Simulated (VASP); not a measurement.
Wanted: the native input for a VASP 6.6.1 run.

| Property | Result |
| --- | --- |
| Task | single point |
| Functional | PBE |
| Potentials or basis | VASP PAW PBE potentials, release 64 (Ga_d) |
| Cutoff | 520 eV |
| k mesh | 17 × 17 × 15 |
| Occupations | fermi-dirac, width 0.05 eV |
| Spin | no spin polarisation |
| Dipole correction | no |
| Further INCAR settings | ALGO = Normal; EDIFF = 1e-07; NBANDS = 12 |

The structure of Ga lies in POSCAR:

```
Ga
1.0
    2.8591648529      0.0000000000      0.0000000000
   -1.4295824264      2.4761093962      0.0000000000
    0.0000000000      0.0000000000      2.7371710735
Ga
1
Direct
    0.0000000000      0.0000000000      0.0000000000
```

One way to write it, as run:

INCAR

```
SYSTEM = Ga
PREC = Accurate
ENCUT = 520
EDIFF = 1E-7
ISMEAR = -1
SIGMA = 0.05
LREAL = .False.
LASPH = .True.
NELM = 60
ALGO = Normal
ISIF = 2
LWAVE = .False.
LCHARG = .True.
GGA = PE
LELF = .True.
LVHAR = .True.
NBANDS = 12
```

KPOINTS

```
Automatic mesh
0
Gamma
  17 17 15
  0 0 0
```

Potentials or basis: VASP PAW PBE potentials, release 64 (Ga_d).

The run is started by

```bash
$ cat potpaw_PBE.64/Ga_d/POTCAR > POTCAR
$ mpirun -np 1 vasp_std > vasp.out
```

It gave:

```yaml
Pressure: 0.1 GPa
```

Run time: 27 s on 1 thread of Intel(R) Xeon(R) Platinum 8488C (Sapphire Rapids) (shared host), peak memory 0.17 GiB.
